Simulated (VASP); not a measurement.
Set up this calculation in VASP 6.6.1, as the native input.

| Property | Result |
| --- | --- |
| Task | single point |
| Functional | PBE |
| Potentials or basis | VASP PAW PBE potentials, release 64 (Pb_d, O) |
| Cutoff | 520 eV |
| k mesh | 12 × 12 × 12 |
| Occupations | fermi-dirac, width 0.05 eV |
| Spin | no spin polarisation |
| Dipole correction | no |
| Further INCAR settings | ALGO = Normal; EDIFF = 1e-07; NBANDS = 17 |

The structure of PbO (CsCl type) lies in POSCAR:

```
PbO
1.0
    3.1075890309      0.0000000000      0.0000000000
    0.0000000000      3.1075890309      0.0000000000
    0.0000000000      0.0000000000      3.1075890309
Pb O
1 1
Direct
    0.0000000000      0.0000000000      0.0000000000
    0.5000000000      0.5000000000      0.5000000000
```

One way to write it, as run:

INCAR

```
SYSTEM = PbO
  PREC = Accurate
  ENCUT = 520
  EDIFF = 1E-7
  ISMEAR = -1
  SIGMA = 0.05
  LREAL = .FALSE.
  LASPH = .TRUE.
  NELM = 60
  ALGO = Normal
  ISIF = 2
  LWAVE = .FALSE.
  LCHARG = .FALSE.
  GGA = PE
  NBANDS = 17
```

KPOINTS

```
regular mesh
0
G
  12 12 12
  0 0 0
```

Potentials or basis: VASP PAW PBE potentials, release 64 (Pb_d, O).

The run is started by

```bash
$ cat potpaw_PBE.64/Pb_d/POTCAR potpaw_PBE.64/O/POTCAR > POTCAR
$ mpirun -np 1 vasp_std > vasp.out
```

Results of the run:

```json
{
 "Pressure": "12.0 GPa",
 "Band gap on the k mesh": "0.06 eV, direct"
}
```

Caveat: spin-orbit coupling is left out, which moves the levels of the heavy elements.

Run time: 10 s on 1 thread of Intel(R) Xeon(R) 6975P-C (Granite Rapids) (shared host), peak memory 0.16 GiB.
